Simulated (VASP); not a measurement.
Set up this calculation in VASP 6.6.1, as the native input.

```
Task                   : single point
Functional             : PBE
Potentials or basis    : VASP PAW PBE potentials, release 64 (Ti_sv, O)
Cutoff                 : 520 eV
k mesh                 : 6 × 6 × 4
Occupations            : gaussian, width 0.1 eV
Spin                   : collinear spin, ferromagnetic start
Starting moments       : [1.0, 0.0, 0.0] μB
Dipole correction      : no
Further INCAR settings : ALGO = Normal; EDIFF = 1e-07; NBANDS = 23
```

The structure of TiO2 lies in POSCAR:

```
TiO2
1.0
    3.0146707600      0.0000000000      0.0000000000
   -1.5073353800      2.6107814600      0.0000000000
    0.0000000000      0.0000000000      4.2197756600
Ti O
1 2
Direct
    0.0000000000      0.0000000000      0.7781499200
    0.3333333300      0.6666666700      0.9835939400
    0.6666666700      0.3333333300      0.5469803600
```

These files were run (other wordings do the same):

INCAR

```
ALGO = Normal
EDIFF = 1E-7
ENCUT = 520
GGA = PE
ISIF = 2
ISMEAR = 0
ISPIN = 2
LASPH = True
LCHARG = False
LMAXMIX = 4
LORBIT = 11
LREAL = False
LWAVE = False
MAGMOM = 1 0 0
NBANDS = 23
NELM = 150
PREC = Accurate
SIGMA = 0.1
```

KPOINTS

```
k-points
0
Gamma
  6 6 4
```

Potentials or basis: VASP PAW PBE potentials, release 64 (Ti_sv, O).

The run is started by

```sh
$ cat potpaw_PBE.64/Ti_sv/POTCAR potpaw_PBE.64/O/POTCAR > POTCAR
$ mpirun -np 1 vasp_std > vasp.out
```

It gave:

The pressure is 5.1 GPa and the largest force is 0.965 eV/Å. The band gap on the k mesh is 2.27 eV, indirect (least direct gap 2.35 eV). The net moment is 0.00 μB per cell and the valence electrons inside the program's atomic spheres are Ti 10.27; O 5.07, 5.03.

Run time: 32 s on 1 thread of Intel(R) Xeon(R) Platinum 8259CL CPU @ 2.50GHz (Skylake/Cascade Lake), with other jobs on the host, peak memory 0.17 GiB.
